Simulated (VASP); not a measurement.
Wanted: the native input for a VASP 6.6.1 run.

```yaml
Task: single point
Functional: PBE
Potentials_or_basis: VASP PAW PBE potentials, release 64 (Ti_sv)
Cutoff: 520 eV
k_mesh: 7 × 7 × 9
Occupations: fermi-dirac, width 0.05 eV
Spin: no spin polarisation
Dipole_correction: no
Further_INCAR_settings: ALGO = Fast; EDIFF = 1e-06; NBANDS = 25
```

The structure of Ti lies in POSCAR:

```
Ti
1.0
    4.5673748306      0.0000000000      0.0000000000
   -2.2836874153      3.9554626319      0.0000000000
    0.0000000000      0.0000000000      2.8262442700
Ti
3
Direct
    0.6666666667      0.3333333333      0.5000000000
    0.3333333333      0.6666666667      0.5000000000
    0.0000000000      0.0000000000      0.0000000000
```

One way to write it, as run:

INCAR

```
SYSTEM = Ti
ALGO = Fast
EDIFF = 1E-6
ENCUT = 520
GGA = PE
ISIF = 2
ISMEAR = -1
LASPH = .True.
LCHARG = .True.
LELF = .True.
LREAL = .False.
LVHAR = .True.
LWAVE = .False.
NBANDS = 25
NELM = 80
PREC = Accurate
SIGMA = 0.05
```

KPOINTS

```
k-points
0
Gamma
  7 7 9
  0 0 0
```

Potentials or basis: VASP PAW PBE potentials, release 64 (Ti_sv).

Command:

```console
$ cat potpaw_PBE.64/Ti_sv/POTCAR > POTCAR
$ mpirun -np 1 vasp_std > vasp.out
```

It gave:

| Item | Value |
| --- | --- |
| Pressure | 0.5 GPa |
| Band gap on the k mesh | zero (band 18 reaches 8.63 eV, above the bottom of band 19 at 8.37 eV) |

It took 4.1 min on 1 thread of Intel(R) Xeon(R) Platinum 8375C CPU @ 2.90GHz (Ice Lake), on a shared host, peak memory 0.19 GiB.
